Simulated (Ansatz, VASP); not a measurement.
# C in VASP and in Ansatz

Contents of INCAR:

```
SYSTEM = C
ALGO     = Normal         ! electronic algorithm
EDIFF    = 1E-6           ! SCF threshold, eV
ENCUT    = 520            ! plane-wave cutoff, eV
GGA      = PE             ! functional
ISIF     = 2              ! what is computed and relaxed
ISMEAR   = -1             ! smearing method
LASPH    = .True.         ! aspherical terms in the spheres
LCHARG   = .False.        ! write CHGCAR
LREAL    = .False.        ! projectors in reciprocal space
LWAVE    = .False.        ! write WAVECAR
NBANDS   = 11             ! bands
NELM     = 80             ! most SCF steps
PREC     = Accurate       ! precision mode
SIGMA    = 0.05           ! smearing width, eV
```

KPOINTS

```
k-points
0
Gamma
  18 18 18
  0 0 0
```

File POSCAR:

```
C
1.0
    0.0000000000      2.1057300000      3.3480000000
    1.2157200000      0.0000000000      3.3480000000
    1.2157200000      2.1057300000      0.0000000000
C
2
Direct
    0.1666700000      0.8333300000      0.1666700000
    0.8333300000      0.1666700000      0.8333300000
```

Input for Ansatz:

```yaml
crystal:
  lattice:
    - [0.0, 2.10573, 3.348]
    - [1.21572, 0.0, 3.348]
    - [1.21572, 2.10573, 0.0]
  atoms:
    - { symbol: C, position: [0.16667, 0.83333, 0.16667] }
    - { symbol: C, position: [0.83333, 0.16667, 0.83333] }
kpoints:
  mp_grid: { grid: [18, 18, 18] }
  band_path:
    path:
      - [0.0, 0.0, 0.0]
      - [0.5, 0.0, 0.5]
      - [1.0, 0.5, 0.5]
      - [0.5, 0.5, 0.0]
      - [0.0, 0.0, 0.0]
      - [0.0, 0.3662937943, 0.3662937943]
      - [1.0, 0.6337062057, 0.6337062057]
      - [1.0, 0.5, 0.5]
      - [0.5, 0.0, 0.5]
    npoints: 5
scf:
  occupations: { method: fermi_dirac, width: 0.05 }
hamiltonian:
  xc: pbe
  pseudopotentials: { kind: all_electron, lapw: { basis_error: 0.00025 } }
output:
  forces: true
  stress: true
  eigenvalues: true
```

Change from the starting cell: equal xx and yy strain of -1 %.

Alike in both runs: task single point; functional PBE; k mesh 18 × 18 × 18; occupations fermi-dirac, width 0.05 eV; no spin polarisation.

```csv
,VASP,Ansatz
version,VASP 6.6.1,Ansatz 0.2.0
potentials or method,"VASP PAW PBE potentials, release 64 (C), cutoff 520 eV","all-electron LAPW, scalar-relativistic"
```

|  | VASP | Ansatz | Ansatz less VASP |
| --- | --- | --- | --- |
| pressure (GPa) | 14.0 | 13.5 | -0.53 |
| traceless stress, the component that is largest in VASP (GPa) | -10.21 | -9.57 | +0.646 |

Ansatz ran all-electron here, and VASP with PAW potentials.
